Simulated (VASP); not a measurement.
# CsRe (P4/nmm) in VASP: a series of runs

The runs below take CsRe through relaxation of cell and atoms, single point, with PBE.

Everything below comes from runs of VASP 6.6.1. Logs are shortened: lines on timing, memory, paths and dates and some standing lists are left out, and cuts for length are marked.

## (1) The cell of the first run

Symmetry: P4/nmm, No. 129, tetragonal system. Conventional cell: a = 4.625 Å, b = 4.625 Å, c = 6.888 Å, α = 90.00°, β = 90.00°, γ = 90.00°. Within 3.7 Å of Cs (site symmetry 4mm) lie 1 Re at 2.68 Å and 4 Cs at 3.61 Å. Within 3.5 Å of Re (site symmetry 4mm) lie 1 Cs at 2.68 Å and 4 Re at 3.27 Å.

The cell was generated, and may not be a known phase.

## (2) Relaxation of cell and atoms, PBE

Input file INCAR:

```
SYSTEM = CsRe
PREC     = Accurate       ! precision mode
ENCUT    = 600            ! plane-wave cutoff, eV
EDIFF    = 1E-7           ! SCF threshold, eV
ISMEAR   = 0              ! smearing method
SIGMA    = 0.1            ! smearing width, eV
LREAL    = .False.        ! projectors in reciprocal space
LASPH    = .True.         ! aspherical terms in the spheres
NELM     = 100            ! most SCF steps
ALGO     = Normal         ! electronic algorithm
ISIF     = 3              ! what is computed and relaxed
LWAVE    = .False.        ! write WAVECAR
LCHARG   = .False.        ! write CHGCAR
GGA      = PE             ! functional
IBRION   = 2              ! ionic algorithm
NSW      = 90             ! ionic steps
EDIFFG   = -0.04          ! ionic threshold
```

Input file KPOINTS:

```
regular mesh
0
Gamma
  4 4 4
  0 0 0
```

Input file POSCAR:

```
CsRe
1.0
    4.6250201470      0.0000000000      0.0000000000
    0.0000000000      4.6250201470      0.0000000000
    0.0000000000      0.0000000000      6.8883442825
Cs Re
2 2
Direct
    0.5000000000      0.0000000000      0.3884542191
    0.0000000000      0.5000000000      0.6115457809
    0.5000000000      0.0000000000      0.0000000000
    0.0000000000      0.5000000000      0.0000000000
```

Potentials or basis: VASP PAW PBE potentials, release 64 (Cs_sv, Re).

The run is started by

```sh
$ cat potpaw_PBE.64/Cs_sv/POTCAR potpaw_PBE.64/Re/POTCAR > POTCAR
$ mpirun -np 1 vasp_std > vasp.out
```

OUTCAR:

```text
SYSTEM = CsRe
   PREC = Accurate
   ENCUT = 600
   EDIFF = 1E-7
   ISMEAR = 0
   LREAL = .False.
   LASPH = .True.
   NELM = 100
   ISIF = 3
   GGA = PE
   IBRION = 2
   NSW = 90
   EDIFFG = -0.04

 ion  position               nearest neighbor table
   1  0.500  0.000  0.388-   3 2.68
   2  0.000  0.500  0.612-   4 2.68
   3  0.500  0.000  0.000-   1 2.68   4 3.27   4 3.27   4 3.27   4 3.27
   4  0.000  0.500  0.000-   2 2.68   3 3.27   3 3.27   3 3.27   3 3.27

  LATTYP: Found a simple tetragonal cell.
 ALAT       =     4.6250201470
 C/A-ratio  =     1.4893652489

  Lattice vectors:

 A1 = (   4.6250201470,   0.0000000000,   0.0000000000)
 A2 = (   0.0000000000,   4.6250201470,   0.0000000000)
 A3 = (   0.0000000000,   0.0000000000,   6.8883442825)

Analysis of symmetry for initial positions (statically):
=====================================================================
 Subroutine PRICEL returns:
 Original cell was already a primitive cell.

 Routine SETGRP: Setting up the symmetry group for a
 simple tetragonal supercell.

 Subroutine GETGRP returns: Found 16 space group operations
 (whereof  8 operations were pure point group operations)
 out of a pool of 16 trial point group operations.

The static configuration has the point symmetry D_2d.
 The point group associated with its full space group is D_4h.

Analysis of symmetry for dynamics (positions and initial velocities):
=====================================================================
 Subroutine PRICEL returns:
 Original cell was already a primitive cell.

 Routine SETGRP: Setting up the symmetry group for a
 simple tetragonal supercell.

 Subroutine GETGRP returns: Found 16 space group operations
 (whereof  8 operations were pure point group operations)
 out of a pool of 16 trial point group operations.

The dynamic configuration has the point symmetry D_2d.
 The point group associated with its full space group is D_4h.

 Subroutine INISYM returns: Found 16 space group operations
 (whereof  8 operations are pure point group operations),
 and found     1 'primitive' translations

----------------------------------------------------------------------------------------

                                     Primitive cell

  volume of cell :     147.3473

  direct lattice vectors                    reciprocal lattice vectors
     4.625020147  0.000000000  0.000000000     0.216215274  0.000000000  0.000000000
     0.000000000  4.625020147  0.000000000     0.000000000  0.216215274  0.000000000
     0.000000000  0.000000000  6.888344283     0.000000000  0.000000000  0.145172767

  length of vectors
     4.625020147  4.625020147  6.888344283     0.216215274  0.216215274  0.145172767

  position of ions in fractional coordinates (direct lattice)
     0.500000000  0.000000000  0.388454219
     0.000000000  0.500000000  0.611545781
     0.500000000  0.000000000  0.000000000
     0.000000000  0.500000000  0.000000000

  ion indices of the primitive-cell ions
   primitive index   ion index
                 1           1
                 2           2
                 3           3
                 4           4

----------------------------------------------------------------------------------------

 KPOINTS: regular mesh

Automatic generation of k-mesh.
 Grid dimensions read from file:
 generate k-points for:    4    4    4

 Generating k-lattice:

  Cartesian coordinates                     Fractional coordinates (reciprocal lattice)
     0.054053819  0.000000000  0.000000000     0.250000000  0.000000000  0.000000000
     0.000000000  0.054053819  0.000000000     0.000000000  0.250000000  0.000000000
     0.000000000  0.000000000  0.036293192     0.000000000  0.000000000  0.250000000

  Length of vectors
     0.054053819  0.054053819  0.036293192

  Shift w.r.t. Gamma in fractional coordinates (k-lattice)
     0.000000000  0.000000000  0.000000000

 Subroutine IBZKPT returns following result:
 ===========================================

 Found     18 irreducible k-points:

 Following reciprocal coordinates:
            Coordinates               Weight
  0.000000  0.000000  0.000000      1.000000
  0.250000  0.000000  0.000000      4.000000
  0.500000  0.000000  0.000000      2.000000
  0.250000  0.250000  0.000000      4.000000
  0.500000  0.250000  0.000000      4.000000
  0.500000  0.500000  0.000000      1.000000
[... 10 lines left out ...]
  0.500000  0.250000  0.500000      4.000000
  0.500000  0.500000  0.500000      1.000000
   k-points           NKPTS =     18   k-points in BZ     NKDIM =     18   number of bands    NBANDS=     20
   number of dos      NEDOS =    301   number of ions     NIONS =      4
   total plane-waves  NPLWV =  89600
   dimension x,y,z NGX =    40 NGY =   40 NGZ =   56
   dimension x,y,z NGXF=    80 NGYF=   80 NGZF=  112
   ions per type =               2   2
   NGX,Y,Z   is equivalent  to a cutoff of  14.38, 14.38, 13.52 a.u.
   NGXF,Y,Z  is equivalent  to a cutoff of  28.76, 28.76, 27.03 a.u.
 SYSTEM =  CsRe
   PREC   = accura    normal or accurate (medium, high low for compatibility)
   ISTART =      0    job   : 0-new  1-cont  2-samecut
   ICHARG =      2    charge: 1-file 2-atom 10-const
   ISPIN  =      1    spin polarized calculation?
   LNONCOLLINEAR =      F non collinear calculations
   LSORBIT =      F    spin-orbit coupling
   LASPH  =      T    aspherical Exc in radial PAW
   ENCUT  =  600.0 eV  44.10 Ry    6.64 a.u.   9.24  9.24 13.76*2*pi/ulx,y,z
   NELM   =    100;   NELMIN=  2; NELMDL= -5     # of ELM steps
   EDIFF  = 0.1E-06   stopping-criterion for ELM
   LREAL  =      F    real-space projection
   EDIFFG = -.4E-01   stopping-criterion for IOM
   NSW    =     90    number of steps for IOM
   IBRION =      2    ionic relax: 0-MD 1-quasi-New 2-CG
   NFREE  =      1    steps in history (QN), initial steepest desc. (CG)
   ISIF   =      3    stress and relaxation
   ISYM   =      2    0-nonsym 1-usesym 2-fastsym
   POTIM  = 0.5000    time-step for ionic-motion
   TEBEG  =    0.0;   TEEND  =   0.0 temperature during run
   PSTRESS=    0.0 pullay stress
   NELECT =      32.0000    total number of electrons
   NUPDOWN=      -1.0000    fix difference up-down
   EMIN   =  10.00;   EMAX   =-10.00  energy-range for DOS
   EFERMI =   0.00;   METHOD = LEGACY
   ISMEAR =     0;   SIGMA  =   0.10  broadening in eV -4-tet -1-fermi 0-gaus
   EFERMI_NEDOS =   21; number of points for ismear=-14 and -15
   IALGO  =     38    algorithm
   IMIX   =      4    mixing-type and parameters
     AMIX     =   0.40;   BMIX     =  1.00
     AMIX_MAG =   1.60;   BMIX_MAG =  1.00
  volume/ion in A,a.u.               =      36.84       248.59
  Fermi-wavevector in a.u.,A,eV,Ry     =   0.984036  1.859558 13.174875  0.968326
  Thomas-Fermi vector in A             =   2.115238
   LORBIT       =      0    0 simple, 1 ext, 2 COOP (PROOUT), +10 PAW based schemes
   GGA     = PE    functional components
   LHFCALC =     F    Hartree Fock is set to
   AEXX    =    0.0000 exact exchange contribution
   IVDW    =     0    specifies the selected vdW correction
   LEPSILON=     F    determine dielectric tensor
   LRPA    =     F    only Hartree local field effects (RPA)
 conjugate gradient relaxation of ions
 non-spin polarized calculation
 Gauss-broadening in eV      SIGMA  =   0.10
  energy-cutoff  :      600.00
  volume of cell :      147.35
 maximum number of plane-waves:      4934
 NGX is ok and might be reduce to    40
   NGX = 19   NGY = 19   NGZ = 27

--------------------------------------- Ionic step        1  -------------------------------------------

 number of electron      32.0000003 magnetization

 Free energy of the ion-electron system (eV)
  ---------------------------------------------------
  ext. energy  EPLUGINS =         0.00000000
  ---------------------------------------------------
  free energy    TOTEN  =       -14.92130424 eV

  energy without entropy =      -14.87772350  energy(sigma->0) =      -14.89951387

------------------------ aborting loop because EDIFF is reached ----------------------------------------

  FORCE on cell =-STRESS in cart. coord.  units (eV):
  Direction    XX          YY          ZZ          XY          YZ          ZX
  --------------------------------------------------------------------------------------
  -------------------------------------------------------------------------------------
  Total      -12.8148958    -12.8148958      5.6282357      0.0000000      0.0000000      0.0000000
  in kB     -139.3424870   -139.3424870     61.1984964      0.0000000      0.0000000      0.0000000
  external PRESSURE =     -72.4954925 kB  Pullay stress =       0.0000000 kB
[... 95 lines left out ...]
  FREE ENERGIE OF THE ION-ELECTRON SYSTEM (eV)
  ---------------------------------------------------
  free  energy   TOTEN  =       -19.2781676983 eV

  energy  without entropy=      -19.2613389290  energy(sigma->0) =      -19.26975331

 E-fermi :   5.3185     XC(G=0): -10.4875

 val. band max:        5.3182323430   @ k =   0.5000   0.5000   0.2500
 cond. band min:       5.3649412001   @ k =   0.0000   0.0000   0.2500
 fundamental gap:      0.0467088571
 Fermi energy:         5.3184509386

 k-point     1 :       0.0000    0.0000    0.0000
  band No.  band energies     occupation
      1     -19.2731      2.00000
      2     -18.4492      2.00000
      3      -6.7704      2.00000
      4      -4.5183      2.00000
      5      -4.5183      2.00000
      6      -4.4937      2.00000
[... 12 lines left out ...]
     19       6.5676      0.00000
[... 375 lines left out ...]
      4      -7.2329      2.00000
      5      -5.8639      2.00000
      6      -5.8639      2.00000
[... 12 lines left out ...]
     19       6.1182      0.00000
     20       6.1182      0.00000

 E-fermi :   4.6540     XC(G=0):  -9.7465

 val. band max:        4.6200623327   @ k =   0.5000   0.5000   0.2500
 cond. band min:       4.6637268960   @ k =   0.5000   0.5000   0.5000
 fundamental gap:      0.0436645633
 Fermi energy:         4.6540042330

 k-point     1 :       0.0000    0.0000    0.0000
  band No.  band energies     occupation
      1     -19.2544      2.00000
      2     -19.1737      2.00000
      3      -6.6011      2.00000
      4      -5.7763      2.00000
      5      -4.8271      2.00000
      6      -4.8271      2.00000
[... 12 lines left out ...]
     19       5.4637      0.00000
[... 375 lines left out ...]
      4      -6.8822      2.00000
      5      -6.6984      2.00000
      6      -6.6984      2.00000
[... 12 lines left out ...]
     19       5.2705      0.00000
     20       5.2705      0.00000

[... ionic steps 4 to 37 ...]

--------------------------------------- Ionic step       38  -------------------------------------------

 number of electron      32.0000008 magnetization

------------------------ aborting loop because EDIFF is reached ----------------------------------------

  FORCE on cell =-STRESS in cart. coord.  units (eV):
  Direction    XX          YY          ZZ          XY          YZ          ZX
  --------------------------------------------------------------------------------------
  -------------------------------------------------------------------------------------
  Total        0.1540209      0.1540209      0.0806849      0.0000000      0.0000000      0.0000000
  in kB        1.7612570      1.7612570      0.9226471      0.0000000      0.0000000      0.0000000
  external PRESSURE =       1.4817204 kB  Pullay stress =       0.0000000 kB
[... 61 lines left out ...]
  energy  without entropy=      -22.2188483638  energy(sigma->0) =      -22.22605979

--------------------------------------- Ionic step       40  -------------------------------------------

 number of electron      32.0000003 magnetization

 Free energy of the ion-electron system (eV)
  ---------------------------------------------------
  ext. energy  EPLUGINS =         0.00000000
  ---------------------------------------------------
  free energy    TOTEN  =       -22.23398578 eV

  energy without entropy =      -22.21916752  energy(sigma->0) =      -22.22657665

 E-fermi :   3.5558     XC(G=0):  -8.9454

 val. band max:        3.5426281859   @ k =   0.2500   0.0000   0.5000
 cond. band min:       3.5618791428   @ k =   0.2500   0.0000   0.2500
 fundamental gap:      0.0192509569
 Fermi energy:         3.5558326216

 k-point     1 :       0.0000    0.0000    0.0000
  band No.  band energies     occupation
      1     -20.0527      2.00000
      2     -20.0482      2.00000
      3      -7.0443      2.00000
      4      -6.8184      2.00000
      5      -5.5823      2.00000
      6      -5.5823      2.00000
[... 12 lines left out ...]
     19       4.7467      0.00000
[... 421 lines left out ...]
  FREE ENERGIE OF THE ION-ELECTRON SYSTEM (eV)
  ---------------------------------------------------
  free  energy   TOTEN  =       -22.2339857804 eV

  energy  without entropy=      -22.2191675182  energy(sigma->0) =      -22.22657665

 reached required accuracy - stopping structural energy minimisation
```

Run time: 20 min. Hardware: 1 thread of AMD EPYC 9R45 (Zen 5), shared host; peak memory 0.31 GiB.

Results:

| Item | Value |
| --- | --- |
| Free energy | -22.2340 eV |
| Relaxed volume | 35.17 Å³/atom |
| Relaxed cell | a = 3.504 Å, b = 3.504 Å, c = 11.462 Å, α = 90.00°, β = 90.00°, γ = 90.00° |
| Space group after relaxing (to 0.1 Å) | P4/nmm (No. 129) |
| Energy gained by relaxing | 1828.2 meV/atom |
| Ionic steps | 40 |
| Pressure after relaxing | 0.1 GPa |
| Largest force after relaxing | 0.028 eV/Å |
| Band gap on the k mesh | zero (bands 16 and 17 overlap by 0.61 eV) |

Forces in eV/Å, atoms in the order of the input:
```
Cs   0.000  0.000 -0.028
Cs   0.000  0.000  0.028
Re   0.000  0.000  0.017
Re   0.000  0.000 -0.017
```

Stress tensor (GPa, compression positive):
```
 0.16  0.00  0.00
 0.00  0.16  0.00
 0.00  0.00 -0.01
```

The path:
| step | energy change (eV) | largest force (eV/Å) | pressure (GPa) | volume (Å³) |
| --- | --- | --- | --- | --- |
| 1 | 0.0000 | 2.4196 | -7.25 | 147.35 |
| 2 | -4.0651 | 1.8890 | -1.42 | 112.47 |
| 3 | -4.3569 | 3.1867 | 5.76 | 103.67 |
| 4 | -5.8807 | 2.3123 | 4.64 | 106.49 |
| 5 | -6.1564 | 1.7812 | 7.28 | 107.13 |
| 6 | -6.2031 | 1.4717 | -7.98 | 133.32 |
| 7 | -6.5577 | 1.3762 | -2.52 | 119.33 |
| 8 | -6.8765 | 0.8848 | -1.75 | 118.63 |
| 9 | -6.9803 | 0.8539 | -0.23 | 117.93 |
| 10 | -7.0811 | 0.0429 | 1.68 | 116.58 |
| 11 | -7.0819 | 0.1338 | 1.93 | 116.44 |
| 12 | -7.1233 | 0.6993 | -0.98 | 123.54 |
| 13 | -7.1247 | 0.6201 | -0.57 | 122.37 |
| 14 | -7.1723 | 0.2360 | 0.16 | 125.12 |
| 15 | -7.1837 | 0.4272 | 0.94 | 127.06 |
| 16 | -7.2031 | 0.5120 | 0.49 | 130.50 |
| 17 | -7.2160 | 0.5432 | -0.06 | 134.63 |
| 18 | -7.2400 | 0.3743 | -0.61 | 135.58 |
| 19 | -7.2467 | 0.3358 | -1.03 | 136.34 |
| 20 | -7.2647 | 0.3346 | -0.39 | 135.04 |
| 21 | -7.2732 | 0.3818 | 0.51 | 133.36 |
| 22 | -7.2827 | 0.1016 | 0.52 | 133.84 |
| 23 | -7.2851 | 0.1321 | 0.52 | 134.23 |
| 24 | -7.2900 | 0.0734 | -0.07 | 135.93 |
| 25 | -7.2906 | 0.0845 | -0.37 | 136.82 |
| 26 | -7.2949 | 0.0948 | -0.35 | 137.35 |
| 27 | -7.3017 | 0.1202 | -0.28 | 138.66 |
| 28 | -7.2973 | 0.1683 | -0.13 | 141.22 |
| 29 | -7.3031 | 0.1338 | -0.23 | 139.39 |
| 30 | -7.3054 | 0.1083 | 0.10 | 138.99 |
| 31 | -7.3057 | 0.0972 | 0.25 | 138.81 |
| 32 | -7.3076 | 0.0873 | 0.19 | 138.99 |
| 33 | -7.3095 | 0.0777 | 0.09 | 139.33 |
| 34 | -7.3096 | 0.0748 | 0.05 | 139.45 |
| 35 | -7.3104 | 0.0192 | 0.00 | 139.68 |
| 36 | -7.3108 | 0.1088 | -0.06 | 139.97 |
| 37 | -7.3115 | 0.0932 | 0.03 | 140.03 |
| 38 | -7.3119 | 0.0720 | 0.15 | 140.11 |
| 39 | -7.3120 | 0.0635 | 0.20 | 140.14 |
| 40 | -7.3127 | 0.0276 | 0.11 | 140.69 |

Final structure:
```
CELL_PARAMETERS angstrom
3.50351 0.00000 0.00000
0.00000 3.50351 0.00000
0.00000 0.00000 11.46181
ATOMIC_POSITIONS crystal
Cs 0.50000 0.00000 0.27916
Cs 0.00000 0.50000 0.72084
Re 0.50000 0.00000 0.97609
Re 0.00000 0.50000 0.02391
```

Caveat: a cell axis changed by over 15 % at a fixed basis, so the end point is rough; spin-orbit coupling is left out, which moves the levels of the heavy elements.

(Part 1 of 2 ends here.)

The gap in the log of VASP goes by the Fermi energy; the results here count the filled bands.